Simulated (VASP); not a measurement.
# GaP (F-43m) in VASP: a series of runs

The runs below take GaP through single point, with r2SCAN.

All numbers are computed with VASP 6.6.1; they aren't measurements. Logs are shortened: lines on timing, memory, paths and dates and some standing lists are left out, and cuts for length are marked.

**What was measured.**

“Stacking defects in GaP nanowires: Electronic structure and optical properties”, 2018, arxiv:1810.01194 quotes, for a bulk crystal of GaP at 10 K: band gap 2.34 eV (indirect).

The runs below are set against these values where they give the same quantity.

**1. The cell of the first run**

The structure is cubic, space group F-43m (No. 216). Conventional cell: a = 5.451 Å, b = 5.451 Å, c = 5.451 Å, α = 90.00°, β = 90.00°, γ = 90.00°. Ga (site symmetry -43m) has 4 P at 2.36 Å within 3.1 Å. P (site symmetry -43m) has 4 Ga at 2.36 Å within 3.1 Å.

**2. Single point, r2SCAN**

Input file POSCAR:

```
GaP
1.0
    0.0000000000      2.7252500000      2.7252500000
    2.7252500000      0.0000000000      2.7252500000
    2.7252500000      2.7252500000      0.0000000000
Ga P
1 1
Direct
    0.0000000000      0.0000000000      0.0000000000
    0.2500000000      0.2500000000      0.2500000000
```

Input file INCAR.step1:

```
SYSTEM = GaP
PREC     = Accurate       ! precision mode
ENCUT    = 520            ! plane-wave cutoff, eV
ISMEAR   = 0              ! smearing method
SIGMA    = 0.02           ! smearing width, eV
LREAL    = .FALSE.        ! projectors in reciprocal space
LASPH    = .TRUE.         ! aspherical terms in the spheres
NELM     = 80             ! most SCF steps
NBANDS   = 16             ! bands
GGA      = PE             ! functional
ALGO     = Normal         ! electronic algorithm
EDIFF    = 1E-4           ! SCF threshold, eV
LWAVE    = .TRUE.         ! write WAVECAR
LCHARG   = .FALSE.        ! write CHGCAR
```

Input file INCAR.step2:

```
SYSTEM = GaP
PREC     = Accurate       ! precision mode
ENCUT    = 520            ! plane-wave cutoff, eV
EDIFF    = 1E-6           ! SCF threshold, eV
ISMEAR   = 0              ! smearing method
SIGMA    = 0.02           ! smearing width, eV
LREAL    = .FALSE.        ! projectors in reciprocal space
LASPH    = .TRUE.         ! aspherical terms in the spheres
NELM     = 80             ! most SCF steps
ALGO     = Normal         ! electronic algorithm
ISIF     = 2              ! what is computed and relaxed
LWAVE    = .FALSE.        ! write WAVECAR
LCHARG   = .FALSE.        ! write CHGCAR
METAGGA  = R2SCAN         ! meta-GGA
LMIXTAU  = .TRUE.       
NBANDS   = 16             ! bands
ISTART   = 1
```

Input file KPOINTS:

```
Automatic mesh
0
G
  8 8 8
  0 0 0
```

Potentials or basis: VASP PAW PBE potentials, release 64 (Ga_d, P).

Command:

```sh
cat potpaw_PBE.64/Ga_d/POTCAR potpaw_PBE.64/P/POTCAR > POTCAR
cp INCAR.step1 INCAR
mpirun -np 1 vasp_std > vasp.out
cp INCAR.step2 INCAR
mpirun -np 1 vasp_std > vasp.out
```

OUTCAR:

```text
SYSTEM = GaP
   PREC = Accurate
   ENCUT = 520
   EDIFF = 1E-6
   ISMEAR = 0
   LREAL = .FALSE.
   LASPH = .TRUE.
   NELM = 80
   ISIF = 2
   METAGGA = R2SCAN
   ISTART = 1

 ion  position               nearest neighbor table
   1  0.000  0.000  0.000-   2 2.36   2 2.36   2 2.36   2 2.36
   2  0.250  0.250  0.250-   1 2.36   1 2.36   1 2.36   1 2.36

  LATTYP: Found a face centered cubic cell.
 ALAT       =     5.4505000000

  Lattice vectors:

 A1 = (   0.0000000000,   2.7252500000,   2.7252500000)
 A2 = (   2.7252500000,   0.0000000000,   2.7252500000)
 A3 = (   2.7252500000,   2.7252500000,   0.0000000000)

Analysis of symmetry for initial positions (statically):
=====================================================================
 Subroutine PRICEL returns:
 Original cell was already a primitive cell.

 Routine SETGRP: Setting up the symmetry group for a
 face centered cubic supercell.

 Subroutine GETGRP returns: Found 24 space group operations
 (whereof 24 operations were pure point group operations)
 out of a pool of 48 trial point group operations.

The static configuration has the point symmetry T_d .

Analysis of symmetry for dynamics (positions and initial velocities):
=====================================================================
 Subroutine PRICEL returns:
 Original cell was already a primitive cell.

 Routine SETGRP: Setting up the symmetry group for a
 face centered cubic supercell.

 Subroutine GETGRP returns: Found 24 space group operations
 (whereof 24 operations were pure point group operations)
 out of a pool of 48 trial point group operations.

The dynamic configuration has the point symmetry T_d .

 Subroutine INISYM returns: Found 24 space group operations
 (whereof 24 operations are pure point group operations),
 and found     1 'primitive' translations

----------------------------------------------------------------------------------------

                                     Primitive cell

  volume of cell :      40.4808

  direct lattice vectors                    reciprocal lattice vectors
     0.000000000  2.725250000  2.725250000    -0.183469406  0.183469406  0.183469406
     2.725250000  0.000000000  2.725250000     0.183469406 -0.183469406  0.183469406
     2.725250000  2.725250000  0.000000000     0.183469406  0.183469406 -0.183469406

  length of vectors
     3.854085511  3.854085511  3.854085511     0.317778334  0.317778334  0.317778334

  position of ions in fractional coordinates (direct lattice)
     0.000000000  0.000000000  0.000000000
     0.250000000  0.250000000  0.250000000

  ion indices of the primitive-cell ions
   primitive index   ion index
                 1           1
                 2           2

----------------------------------------------------------------------------------------

 KPOINTS: Automatic mesh

Automatic generation of k-mesh.
 Grid dimensions read from file:
 generate k-points for:    8    8    8

 Generating k-lattice:

  Cartesian coordinates                     Fractional coordinates (reciprocal lattice)
    -0.022933676  0.022933676  0.022933676     0.125000000  0.000000000  0.000000000
     0.022933676 -0.022933676  0.022933676     0.000000000  0.125000000  0.000000000
     0.022933676  0.022933676 -0.022933676     0.000000000  0.000000000  0.125000000

  Length of vectors
     0.039722292  0.039722292  0.039722292

  Shift w.r.t. Gamma in fractional coordinates (k-lattice)
     0.000000000  0.000000000  0.000000000

 Subroutine IBZKPT returns following result:
 ===========================================

 Found     29 irreducible k-points:

 Following reciprocal coordinates:
            Coordinates               Weight
  0.000000  0.000000  0.000000      1.000000
  0.125000  0.000000  0.000000      8.000000
  0.250000  0.000000  0.000000      8.000000
  0.375000  0.000000  0.000000      8.000000
  0.500000  0.000000  0.000000      4.000000
  0.125000  0.125000  0.000000      6.000000
[... 16 lines left out ...]
  0.500000  0.250000  0.125000     48.000000
 -0.375000  0.250000  0.125000     24.000000
 [... further k-points ...]
   k-points           NKPTS =     29   k-points in BZ     NKDIM =     29   number of bands    NBANDS=     16
   number of dos      NEDOS =    301   number of ions     NIONS =      2
   total plane-waves  NPLWV =  27000
   dimension x,y,z NGX =    30 NGY =   30 NGZ =   30
   dimension x,y,z NGXF=    60 NGYF=   60 NGZF=   60
   ions per type =               1   1
   NGX,Y,Z   is equivalent  to a cutoff of  12.94, 12.94, 12.94 a.u.
   NGXF,Y,Z  is equivalent  to a cutoff of  25.88, 25.88, 25.88 a.u.
 SYSTEM =  GaP
   PREC   = accura    normal or accurate (medium, high low for compatibility)
   ISTART =      1    job   : 0-new  1-cont  2-samecut
   ICHARG =      0    charge: 1-file 2-atom 10-const
   ISPIN  =      1    spin polarized calculation?
   LNONCOLLINEAR =      F non collinear calculations
   LSORBIT =      F    spin-orbit coupling
   LASPH  =      T    aspherical Exc in radial PAW
   ENCUT  =  520.0 eV  38.22 Ry    6.18 a.u.   7.17  7.17  7.17*2*pi/ulx,y,z
   NELM   =     80;   NELMIN=  2; NELMDL=  0     # of ELM steps
   EDIFF  = 0.1E-05   stopping-criterion for ELM
   LREAL  =      F    real-space projection
   EDIFFG = 0.1E-04   stopping-criterion for IOM
   NSW    =      0    number of steps for IOM
   IBRION =     -1    ionic relax: 0-MD 1-quasi-New 2-CG
   NFREE  =      0    steps in history (QN), initial steepest desc. (CG)
   ISIF   =      2    stress and relaxation
   ISYM   =      2    0-nonsym 1-usesym 2-fastsym
   POTIM  = 0.5000    time-step for ionic-motion
   TEBEG  =    0.0;   TEEND  =   0.0 temperature during run
   PSTRESS=    0.0 pullay stress
   NELECT =      18.0000    total number of electrons
   NUPDOWN=      -1.0000    fix difference up-down
   EMIN   =  10.00;   EMAX   =-10.00  energy-range for DOS
   EFERMI =   0.00;   METHOD = LEGACY
   ISMEAR =     0;   SIGMA  =   0.02  broadening in eV -4-tet -1-fermi 0-gaus
   EFERMI_NEDOS =   21; number of points for ismear=-14 and -15
   IALGO  =     38    algorithm
   IMIX   =      4    mixing-type and parameters
     AMIX     =   0.40;   BMIX     =  1.00
     AMIX_MAG =   1.60;   BMIX_MAG =  1.00
  volume/ion in A,a.u.               =      20.24       136.59
  Fermi-wavevector in a.u.,A,eV,Ry     =   1.249538  2.361284 21.243377  1.561344
  Thomas-Fermi vector in A             =   2.383574
   LORBIT       =      0    0 simple, 1 ext, 2 COOP (PROOUT), +10 PAW based schemes
   METAGGA = R2SCAN    functional components
   LHFCALC =     F    Hartree Fock is set to
   AEXX    =    0.0000 exact exchange contribution
   IVDW    =     0    specifies the selected vdW correction
   LEPSILON=     F    determine dielectric tensor
   LRPA    =     F    only Hartree local field effects (RPA)
 non-spin polarized calculation
 Gauss-broadening in eV      SIGMA  =   0.02
  energy-cutoff  :      520.00
  volume of cell :       40.48
 maximum number of plane-waves:      1106
 NGX is ok and might be reduce to    30
   NGX = 15   NGY = 15   NGZ = 15

 number of electron      17.9999989 magnetization

 Free energy of the ion-electron system (eV)
  ---------------------------------------------------
  ext. energy  EPLUGINS =         0.00000000
  ---------------------------------------------------
  free energy    TOTEN  =       -21.46308950 eV

  energy without entropy =      -21.46308950  energy(sigma->0) =      -21.46308950

 E-fermi :   4.5630     XC(G=0): -10.5489

 val. band max:        4.4620860506   @ k =   0.0000   0.0000   0.0000
 cond. band min:       6.3643204435   @ k =   0.3750   0.3750   0.0000
 fundamental gap:      1.9022343929
 Fermi energy:         4.5629706987

 k-point     1 :       0.0000    0.0000    0.0000
  band No.  band energies     occupation
      1     -10.5272      2.00000
      2     -10.5272      2.00000
      3     -10.5272      2.00000
      4     -10.4135      2.00000
      5     -10.4135      2.00000
      6      -8.5595      2.00000
[... 8 lines left out ...]
     15      14.7354      0.00000
     16      14.7354      0.00000

 k-point     2 :       0.1250    0.0000    0.0000
  band No.  band energies     occupation
      1     -10.5434      2.00000
      2     -10.5222      2.00000
      3     -10.5221      2.00000
      4     -10.4135      2.00000
      5     -10.4135      2.00000
      6      -8.3459      2.00000
[... 8 lines left out ...]
     15      14.1086      0.00000
     16      14.8362      0.00000

 k-point     3 :       0.2500    0.0000    0.0000
  band No.  band energies     occupation
      1     -10.5781      2.00000
      2     -10.5112      2.00000
      3     -10.5112      2.00000
      4     -10.4121      2.00000
      5     -10.4121      2.00000
      6      -7.7435      2.00000
[... 8 lines left out ...]
     15      13.9344      0.00000
     16      15.0226      0.00000

 k-point     4 :       0.3750    0.0000    0.0000
  band No.  band energies     occupation
      1     -10.6084      2.00000
      2     -10.5026      2.00000
      3     -10.5026      2.00000
      4     -10.4084      2.00000
      5     -10.4084      2.00000
      6      -6.9076      2.00000
[... 8 lines left out ...]
     15      15.2054      0.00000
     16      15.2054      0.00000
[... 324 lines left out ...]
 k-point    22 :       0.3750    0.2500    0.1250
  band No.  band energies     occupation
      1     -10.6039      2.00000
      2     -10.4982      2.00000
      3     -10.4940      2.00000
      4     -10.4248      2.00000
      5     -10.4038      2.00000
      6      -7.2329      2.00000
[... 8 lines left out ...]
     15      16.2191      0.00000
     16      17.6390      0.00000

 k-point    23 :       0.5000    0.2500    0.1250
  band No.  band energies     occupation
      1     -10.6213      2.00000
      2     -10.4934      2.00000
      3     -10.4842      2.00000
      4     -10.4227      2.00000
      5     -10.4040      2.00000
      6      -6.4470      2.00000
[... 8 lines left out ...]
     15      16.6937      0.00000
     16      18.0061      0.00000

 k-point    24 :      -0.3750    0.2500    0.1250
  band No.  band energies     occupation
      1     -10.6277      2.00000
      2     -10.4925      2.00000
      3     -10.4806      2.00000
      4     -10.4190      2.00000
      5     -10.4058      2.00000
      6      -5.9751      2.00000
[... 8 lines left out ...]
     15      17.1309      0.00000
     16      17.7130      0.00000

 [... further k-points ...]
[... 5 lines left out ...]
  --------------------------------------------------------------------------------------
  -------------------------------------------------------------------------------------
  Total       -0.0032258     -0.0032258     -0.0032258      0.0000000      0.0000000     -0.0000000
  in kB       -0.1276713     -0.1276713     -0.1276713      0.0000000      0.0000000     -0.0000000
  external PRESSURE =      -0.1276713 kB  Pullay stress =       0.0000000 kB

 VOLUME and BASIS-vectors are now :
 -----------------------------------------------------------------------------
  energy-cutoff  :      520.00
  volume of cell :       40.48
      direct lattice vectors                 reciprocal lattice vectors
     0.000000000  2.725250000  2.725250000    -0.183469406  0.183469406  0.183469406
     2.725250000  0.000000000  2.725250000     0.183469406 -0.183469406  0.183469406
     2.725250000  2.725250000  0.000000000     0.183469406  0.183469406 -0.183469406

 POSITION                                       TOTAL-FORCE (eV/Angst)
 -----------------------------------------------------------------------------------
      0.00000      0.00000      0.00000        -0.000000     -0.000000     -0.000000
      1.36262      1.36262      1.36262         0.000000      0.000000      0.000000
 -----------------------------------------------------------------------------------
    total drift:                                0.000010      0.000010      0.000010

  FREE ENERGIE OF THE ION-ELECTRON SYSTEM (eV)
  ---------------------------------------------------
  free  energy   TOTEN  =       -21.4630895019 eV

  energy  without entropy=      -21.4630895019  energy(sigma->0) =      -21.46308950
```

It took 48 s on 1 thread of AMD EPYC 9R45 (Zen 5), shared host; peak memory 0.14 GiB.

What came out:

```
Free energy            : -21.4631 eV
Pressure               : 0.0 GPa
Band gap on the k mesh : 1.90 eV, indirect (least direct gap 2.34 eV)
```

Caveat: the PAW data sets were made with another functional, which shifts forces and pressure a little.

**3. Single point, r2SCAN (volume scaled by 0.94)**

Input file POSCAR:

```
GaP
1.0
    0.0000000000      2.6696170428      2.6696170428
    2.6696170428      0.0000000000      2.6696170428
    2.6696170428      2.6696170428      0.0000000000
Ga P
1 1
Direct
    0.0000000000      0.0000000000      0.0000000000
    0.2500000000      0.2500000000      0.2500000000
```

Input file INCAR.step1:

```
SYSTEM = GaP
ALGO     = Normal         ! electronic algorithm
EDIFF    = 1E-4           ! SCF threshold, eV
ENCUT    = 520            ! plane-wave cutoff, eV
GGA      = PE             ! functional
ISMEAR   = 0              ! smearing method
LASPH    = .TRUE.         ! aspherical terms in the spheres
LCHARG   = .FALSE.        ! write CHGCAR
LREAL    = .FALSE.        ! projectors in reciprocal space
LWAVE    = .TRUE.         ! write WAVECAR
NBANDS   = 16             ! bands
NELM     = 100            ! most SCF steps
PREC     = Accurate       ! precision mode
SIGMA    = 0.02           ! smearing width, eV
```

Input file INCAR.step2:

```
SYSTEM = GaP
ALGO     = Normal         ! electronic algorithm
EDIFF    = 1E-6           ! SCF threshold, eV
ENCUT    = 520            ! plane-wave cutoff, eV
ISIF     = 2              ! what is computed and relaxed
ISMEAR   = 0              ! smearing method
ISTART   = 1            
LASPH    = .TRUE.         ! aspherical terms in the spheres
LCHARG   = .FALSE.        ! write CHGCAR
LMIXTAU  = .TRUE.       
LREAL    = .FALSE.        ! projectors in reciprocal space
LWAVE    = .FALSE.        ! write WAVECAR
METAGGA  = R2SCAN         ! meta-GGA
NBANDS   = 16             ! bands
NELM     = 100            ! most SCF steps
PREC     = Accurate       ! precision mode
SIGMA    = 0.02           ! smearing width, eV
```

Input file KPOINTS:

```
k-points
0
G
  8 8 8
  0 0 0
```

Potentials or basis: VASP PAW PBE potentials, release 64 (Ga_d, P).

Command:

```sh
cat potpaw_PBE.64/Ga_d/POTCAR potpaw_PBE.64/P/POTCAR > POTCAR
cp INCAR.step1 INCAR
mpirun -np 1 vasp_std > vasp.out
cp INCAR.step2 INCAR
mpirun -np 1 vasp_std > vasp.out
```

It took 65 s on 1 thread of Intel Xeon Platinum 8488C (Sapphire Rapids), shared host; peak memory 0.17 GiB.

Results (log left out):

```yaml
Free_energy: -21.4182 eV
Pressure: 6.2 GPa
Band_gap_on_the_k_mesh: 1.78 eV, indirect (least direct gap 2.90 eV)
```

Levels at points of the mesh, in eV from the valence-band top:
```
           k point  band 6  band 7  band 8  band 9  band 10  band 11  band 12  band 13
(0.00, 0.00, 0.00)  -13.52    0.00    0.00    0.00     2.90     4.16     4.16     4.16
(0.50, 0.00, 0.00)  -11.14   -7.23   -1.27   -1.27     2.24     5.03     5.03     8.96
(0.50, 0.50, 0.00)  -10.12   -7.27   -3.03   -3.03     1.78     2.04    11.83    11.83
```

Caveat: the PAW data sets were made with another functional, which shifts forces and pressure a little.

**4. Single point, r2SCAN (volume scaled by 1.03)**

Input file POSCAR:

```
GaP
1.0
    0.0000000000      2.7522344282      2.7522344282
    2.7522344282      0.0000000000      2.7522344282
    2.7522344282      2.7522344282      0.0000000000
Ga P
1 1
Direct
    0.0000000000      0.0000000000      0.0000000000
    0.2500000000      0.2500000000      0.2500000000
```

Input file INCAR.step1:

```
PREC     = Accurate       # precision mode
ENCUT    = 520            # plane-wave cutoff, eV
ISMEAR   = 0              # smearing method
SIGMA    = 0.02           # smearing width, eV
LREAL    = False          # projectors in reciprocal space
LASPH    = True           # aspherical terms in the spheres
NELM     = 80             # most SCF steps
NBANDS   = 16             # bands
GGA      = PE             # functional
ALGO     = Normal         # electronic algorithm
EDIFF    = 1E-4           # SCF threshold, eV
LWAVE    = True           # write WAVECAR
LCHARG   = False          # write CHGCAR
```

Input file INCAR.step2:

```
PREC     = Accurate       # precision mode
ENCUT    = 520            # plane-wave cutoff, eV
EDIFF    = 1E-7           # SCF threshold, eV
ISMEAR   = 0              # smearing method
SIGMA    = 0.02           # smearing width, eV
LREAL    = False          # projectors in reciprocal space
LASPH    = True           # aspherical terms in the spheres
NELM     = 80             # most SCF steps
ALGO     = Normal         # electronic algorithm
ISIF     = 2              # what is computed and relaxed
LWAVE    = False          # write WAVECAR
LCHARG   = False          # write CHGCAR
METAGGA  = R2SCAN         # meta-GGA
LMIXTAU  = True         
NBANDS   = 16             # bands
ISTART   = 1
```

Input file KPOINTS:

```
regular mesh
0
Gamma
  8 8 8
```

Command:

```sh
cat potpaw_PBE.64/Ga_d/POTCAR potpaw_PBE.64/P/POTCAR > POTCAR
cp INCAR.step1 INCAR
mpirun -np 1 vasp_std > vasp.out
cp INCAR.step2 INCAR
mpirun -np 1 vasp_std > vasp.out
```

Run time: 96 s. Hardware: 1 thread of Intel Xeon Platinum 8488C (Sapphire Rapids), shared host; peak memory 0.18 GiB.

The run converged. Its results:

```
Free energy            : -21.4534 eV
Pressure               : -2.5 GPa
Band gap on the k mesh : 1.94 eV, indirect (least direct gap 2.09 eV)
```

Levels at points of the mesh, in eV from the valence-band top:
```tsv
k point	band 6	band 7	band 8	band 9	band 10	band 11	band 12	band 13
(0.00, 0.00, 0.00)	-12.80	0.00	0.00	0.00	2.09	4.20	4.20	4.20
(0.50, 0.00, 0.00)	-10.73	-6.67	-1.12	-1.12	1.94	5.06	5.06	8.76
(0.50, 0.50, 0.00)	-9.84	-6.81	-2.69	-2.69	1.97	2.12	11.12	11.12
```

Caveat: the PAW data sets were made with another functional, which shifts forces and pressure a little. A k mesh can miss the band edges.

**5. Overview**

| cell | gap on the mesh (eV) | pressure (GPa) |
| --- | --- | --- |
| a = 3.854 Å, angles 60.0°, 2 atoms | 1.90 | 0.0 |
| a = 3.775 Å, angles 60.0°, 2 atoms | 1.78 | 6.2 |
| a = 3.892 Å, angles 60.0°, 2 atoms | 1.94 | -2.5 |

Alike in all rows: task single point; level r2SCAN; potentials or basis VASP PAW PBE potentials, release 64 (Ga_d, P); no spin polarisation; k mesh 8 × 8 × 8; cutoff (eV) 520; smearing gaussian 0.02 eV.

Caveats: the PAW data sets were made with another functional, which shifts forces and pressure a little.

Total energies depend on the potentials used, so only differences within one code and one set of settings carry meaning.

**6. How close it comes**

Step 2. Measured gap of GaP: 2.34 eV (indirect; 10 K; quoted in “Stacking defects in GaP nanowires: Electronic structure and optical properties”, 2018, arxiv:1810.01194). This calculation gives 1.90 eV (-0.44 eV). Spin-orbit coupling on Ga is left out. The value is that of r2SCAN on a finite k mesh, which can miss the band edges, without temperature or zero-point motion.
